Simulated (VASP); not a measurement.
Wanted: the native input for a VASP 6.6.1 run.

* Task: single point
* Functional: LDA
* Potentials or basis: VASP PAW LDA potentials, release 64 (K_sv)
* Cutoff: 520 eV
* k mesh: 9 × 9 × 5
* Occupations: fermi-dirac, width 0.1 eV
* Spin: no spin polarisation
* Dipole correction: no
* Further INCAR settings: ALGO = Normal; EDIFF = 1e-07; NBANDS = 16

The structure of K lies in POSCAR:

```
K
1.0
    4.5690688262      0.0000000000      0.0000000000
   -2.2845344131      3.9569296752      0.0000000000
    0.0000000000      0.0000000000      7.4398438475
K
2
Direct
    0.3333333333      0.6666666667      0.2500000000
    0.6666666667      0.3333333333      0.7500000000
```

This cell differs from its parent crystal: volume scaled by 1.04.

The input as run:

INCAR

```
ALGO = Normal
EDIFF = 1E-7
ENCUT = 520
ISIF = 2
ISMEAR = -1
LASPH = True
LCHARG = False
LREAL = False
LWAVE = False
NBANDS = 16
NELM = 60
PREC = Accurate
SIGMA = 0.1
```

KPOINTS

```
k-points
0
Gamma
  9 9 5
```

Potentials or basis: VASP PAW LDA potentials, release 64 (K_sv).

The run is started by

```console
$ cat potpaw_LDA.64/K_sv/POTCAR > POTCAR
$ mpirun -np 1 vasp_std > vasp.out
```

It gave:

The pressure is -0.2 GPa and the band gap on the k mesh is zero (band 9 reaches 0.99 eV, above the bottom of band 10 at -1.31 eV).

It took 45 s on 1 thread of Intel(R) Xeon(R) Platinum 8259CL CPU @ 2.50GHz (Skylake/Cascade Lake), with other jobs on the host, peak memory 0.23 GiB.
